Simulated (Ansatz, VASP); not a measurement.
# Be: VASP beside Ansatz

Contents of INCAR:

```
SYSTEM = Be
ALGO = Normal ; EDIFF = 1E-7
EDIFFG = -0.005 ; ENCUT = 600
GGA = PE ; IBRION = 2
ISIF = 3 ; ISMEAR = 0
LASPH = .TRUE. ; LCHARG = .FALSE.
LREAL = .FALSE. ; LWAVE = .FALSE.
NELM = 100 ; NSW = 100
PREC = Accurate ; SIGMA = 0.1
```

KPOINTS

```
k-points
0
G
  21 21 12
  0 0 0
```

Contents of POSCAR:

```
Be
1.0
    2.2853000000      0.0000000000      0.0000000000
   -1.1426500000      1.9791278553      0.0000000000
    0.0000000000      0.0000000000      3.5842000000
Be
2
Direct
    0.3333333333      0.6666666667      0.2500000000
    0.6666666667      0.3333333333      0.7500000000
```

Input for Ansatz:

```yaml
crystal:
  lattice:
    - [2.2853, 0.0, 0.0]
    - [-1.14265, 1.9791278553, 0.0]
    - [0.0, 0.0, 3.5842]
  atoms:
    - { symbol: Be, position: [0.3333333333, 0.6666666667, 0.25] }
    - { symbol: Be, position: [0.6666666667, 0.3333333333, 0.75] }
basis:
  ecutwfc: 420
kpoints:
  mp_grid: { grid: [21, 21, 12] }
hamiltonian:
  xc: pbe
scf:
  occupations: { method: gaussian, width: 0.1 }
output:
  forces: true
  stress: true
  eigenvalues: true
  write_density: true
  write_potential: true
  elf: true
  volumetric_format: npy
relax:
  adjacent_minimum: "off"
  f_tol: 0.005
  max_steps: 80
  cell: { stress_tol: 0.05 }
```

Alike in both runs: task relaxation of cell and atoms; functional PBE; k mesh 21 × 21 × 12; occupations gaussian, width 0.1 eV; no spin polarisation.

|  | VASP | Ansatz |
| --- | --- | --- |
| version | VASP 6.6.1 | Ansatz 0.2.0 |
| potentials or method | VASP PAW PBE potentials, release 64 (Be), cutoff 600 eV | scalar-relativistic, plane waves, PAW |
| valence electrons in the cell | 4 | 4 |

```csv
,VASP,Ansatz,Ansatz less VASP
"gap on the k mesh at the Fermi level, each at its own relaxed structure (eV)",none,none,-
relaxed volume (Å³/atom),7.91,7.91,-0.006
relaxed cell length with the largest relative difference (Å),2.263,2.263,-0.0006
```

A gap of «none» marks a metal or a gap that the smearing closes.
